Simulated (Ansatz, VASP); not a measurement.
**Al2Ru in VASP and in Ansatz**

POSCAR

```
Al2Ru
1.0
   -1.5604216200      1.5604216200      4.2218055900
    1.5604216200     -1.5604216200      4.2218055900
    1.5604216200      1.5604216200     -4.2218055900
Al Ru
2 1
Direct
    0.6592021900      0.6592021900      0.0000000000
    0.3407978100      0.3407978100      0.0000000000
    0.0000000000      0.0000000000      0.0000000000
```

The input INCAR.step1:

```
PREC = Accurate
ENCUT = 660
ISMEAR = 0
SIGMA = 0.1
LREAL = F
LASPH = T
NELM = 120
NBANDS = 18
GGA = PE
ALGO = Normal
EDIFF = 1E-5
LWAVE = T
LCHARG = F
GGA_COMPAT = F
```

INCAR.step2

```
PREC = Accurate
ENCUT = 660
EDIFF = 1E-6
ISMEAR = 0
SIGMA = 0.1
LREAL = F
LASPH = T
NELM = 120
ALGO = Normal
ISIF = 2
LWAVE = F
LCHARG = F
METAGGA = R2SCAN
LMIXTAU = T
NBANDS = 18
ISTART = 1
GGA_COMPAT = F
```

The input KPOINTS:

```
regular mesh
0
Gamma
  1 1 1
```

Input for Ansatz:

```yaml
crystal:
  lattice:
    - [-1.56042162, 1.56042162, 4.22180559]
    - [1.56042162, -1.56042162, 4.22180559]
    - [1.56042162, 1.56042162, -4.22180559]
  atoms:
    - { symbol: Al, position: [0.65920219, 0.65920219, 0.0] }
    - { symbol: Al, position: [0.34079781, 0.34079781, 0.0] }
    - { symbol: Ru, position: [0.0, 0.0, 0.0] }
basis:
  ecutwfc: 500
kpoints:
  mp_grid: { grid: [1, 1, 1] }
hamiltonian:
  xc: r2scan
scf:
  occupations: { method: gaussian, width: 0.1 }
output:
  forces: true
  stress: true
  eigenvalues: true
```

Alike in both runs: task single point; functional r2SCAN; k mesh 1 × 1 × 1; occupations gaussian, width 0.1 eV; no spin polarisation.

|  | VASP | Ansatz |
| --- | --- | --- |
| version | VASP 6.6.1 | Ansatz 0.2.0 |
| potentials or method | VASP PAW PBE potentials, release 64 (Al, Ru_sv), cutoff 660 eV | scalar-relativistic, plane waves, PAW |
| valence electrons in the cell | 22 | 22 |

Ansatz gave:

| Property | Result |
| --- | --- |
| gap on the k mesh at the Fermi level (eV) | 2.15 |
| least direct gap on the mesh (eV) | 2.15 |
| pressure (GPa) | 8.1 |
| traceless stress, the component that is largest in VASP (GPa) | 35.02 |
| rms of the force components (eV/Å) | 1.457 |

Question: What did VASP give for the same quantities?

Answer: gap on the k mesh at the Fermi level (eV): 2.12; least direct gap on the mesh (eV): 2.12; pressure (GPa): 7.6; traceless stress, the component that is largest in VASP (GPa): 34.71; rms of the force components (eV/Å): 1.453.

VASP's potentials were made for PBE, not for r2SCAN. Atom by atom the forces differ by 0.004 eV/Å (rms over components). The functional is the same, so the differences come from potentials, cutoffs and numerics.

The k mesh is coarse, so the values compare programs but aren't converged.
